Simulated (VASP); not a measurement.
A run of VASP 6.6.1 is set up as follows.

The input INCAR:

```
SYSTEM = AlN
ALGO = Normal
EDIFF = 1E-6
ENCUT = 520
GGA = PS
ISIF = 2
ISMEAR = -1
LASPH = .TRUE.
LCHARG = .TRUE.
LELF = .TRUE.
LREAL = .FALSE.
LVHAR = .TRUE.
LWAVE = .FALSE.
NBANDS = 11
NELM = 100
PREC = Accurate
SIGMA = 0.1
```

Contents of KPOINTS:

```
k-points
0
G
  17 17 17
  0 0 0
```

The input POSCAR:

```
AlN
1.0
    0.0000000000      1.9813219361      1.9813219361
    1.9813219361      0.0000000000      1.9813219361
    1.9813219361      1.9813219361      0.0000000000
Al N
1 1
Direct
    0.0000000000      0.0000000000      0.0000000000
    0.5000000000      0.5000000000      0.5000000000
```

Potentials or basis: VASP PAW PBE potentials, release 64 (Al, N).

Run with:

```sh
$ cat potpaw_PBE.64/Al/POTCAR potpaw_PBE.64/N/POTCAR > POTCAR
$ mpirun -np 1 vasp_std > vasp.out
```

(1) Predict the pressure.

(2) Predict the band gap on the k mesh.

Results:

(1) 18.3 GPa.

(2) 5.06 eV, indirect (least direct gap 6.57 eV).

Caveat: the PAW data sets were made with another functional, which shifts forces and pressure a little.
